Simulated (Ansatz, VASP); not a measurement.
**One calculation of Ba2Re, two programs**

```xyz
6
Lattice="6.3651 0.0000 0.0000 0.0000 6.3651 0.0000 0.0000 0.0000 6.3651" Properties=species:S:1:pos:R:3 pbc="T T T"
Ba    1.5913    1.5913    1.5913
Ba    1.5913    4.7738    4.7738
Ba    4.7738    4.7738    1.5913
Ba    4.7738    1.5913    4.7738
Re    0.0000    0.0000    0.0000
Re    3.1825    3.1825    3.1825
```

Alike in both runs: functional PBE; k mesh 6 × 6 × 6; occupations gaussian, width 0.1 eV; no spin polarisation.

Ansatz relaxed the structure, and its values are those at the end. VASP's run is a single point on that final structure, the one shown.

|  | VASP | Ansatz |
| --- | --- | --- |
| version | VASP 6.6.1 | Ansatz 0.2.0 |
| potentials or method | VASP PAW PBE potentials, release 64 (Ba_sv, Re), cutoff 520 eV | scalar-relativistic, plane waves, PAW |
| valence electrons in the cell | 54 | 70 |

|  | VASP | Ansatz | Ansatz less VASP |
| --- | --- | --- | --- |
| gap on the k mesh at the Fermi level (eV) | none | none | - |
| pressure (GPa) | 1.6 | 0.0 | -1.58 |

A gap of «none» marks a metal or a gap that the smearing closes. VASP's potentials hold 54 valence electrons a cell and Ansatz's 70, so a difference there can come from the potentials and not from the codes.

Neither program's run includes spin-orbit coupling.
